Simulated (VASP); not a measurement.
# PbSe: single point with PBEsol

PbSe:

```
Pb Se
1.0
     0.00000    3.15401    3.06215
     3.15401    0.00000    3.06215
     3.15401    3.15401    0.00000
Pb Se
1 1
Direct
  0.00000 0.00000 0.00000
  0.50000 0.50000 0.50000
```

This cell differs from its parent crystal: equal xx and yy strain of +3 %.

| Property | Result |
| --- | --- |
| Program | VASP 6.6.1 |
| Task | single point |
| Functional | PBEsol |
| Potentials or basis | VASP PAW PBE potentials, release 64 (Pb_d, Se) |
| Cutoff | 520 eV |
| k mesh | 9 × 9 × 9 |
| Occupations | fermi-dirac, width 0.01 eV |
| Spin | no spin polarisation |
| Dipole correction | no |
| Further INCAR settings | ALGO = Normal; EDIFF = 1e-06; NBANDS = 17 |

```
Pressure               : -3.1 GPa
Band gap on the k mesh : 0.70 eV, direct
```

Stress tensor (GPa, compression positive):
```
-4.06  0.00  0.00
 0.00 -4.06  0.00
 0.00  0.00 -1.23
```

Levels at points of the mesh, in eV from the valence-band top:
| k point | band 7 | band 8 | band 9 | band 10 | band 11 | band 12 | band 13 | band 14 |
| --- | --- | --- | --- | --- | --- | --- | --- | --- |
| (0.00, 0.00, 0.00) | -6.24 | -1.61 | -1.35 | -1.35 | 4.51 | 4.51 | 5.16 | 6.69 |

Run time: 49 s on 1 thread of Intel(R) Xeon(R) Platinum 8488C (Sapphire Rapids), on a shared host, peak memory 0.25 GiB.

Caveat: the cell differs from its parent crystal (equal xx and yy strain of +3 %); the PAW data sets were made with another functional, which shifts forces and pressure a little; spin-orbit coupling is left out, which moves the levels of the heavy elements. A k mesh can miss the band edges.
